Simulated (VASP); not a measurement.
A run of VASP 6.6.1:

The input INCAR:

```
PREC     = Accurate       # precision mode
ENCUT    = 520            # plane-wave cutoff, eV
EDIFF    = 1E-6           # SCF threshold, eV
ISMEAR   = 0              # smearing method
SIGMA    = 0.1            # smearing width, eV
LREAL    = False          # projectors in reciprocal space
LASPH    = True           # aspherical terms in the spheres
NELM     = 100            # most SCF steps
ALGO     = Normal         # electronic algorithm
ISIF     = 2              # what is computed and relaxed
LWAVE    = False          # write WAVECAR
LCHARG   = False          # write CHGCAR
GGA      = PE             # functional
NBANDS   = 15             # bands
```

File KPOINTS:

```
Automatic mesh
0
Gamma
  6 6 4
```

POSCAR

```
MgI2
1.0
    4.1956844300      0.0000000000      0.0000000000
   -2.0978422200      3.6335694800      0.0000000000
    0.0000000000      0.0000000000      7.1057267200
Mg I
1 2
Direct
    0.0000000000      0.0000000000      0.0000000000
    0.3333333400      0.6666666900      0.2340768400
    0.6666666900      0.3333333400      0.7659231400
```

Potentials or basis: VASP PAW PBE potentials, release 64 (Mg, I).

Run with:

```sh
$ cat potpaw_PBE.64/Mg/POTCAR potpaw_PBE.64/I/POTCAR > POTCAR
$ mpirun -np 1 vasp_std > vasp.out
```

Hardware: 1 thread of AMD EPYC 7R43 64-Core Processor (Zen 3) (shared host).

**Question.** Estimate the wall time of this run.

**Answer.** Wall time 44 s on 1 thread of AMD EPYC 7R43 64-Core Processor (Zen 3), with other jobs on the host, peak memory 0.19 GiB. Counts: scf iterations 12, k points 24.
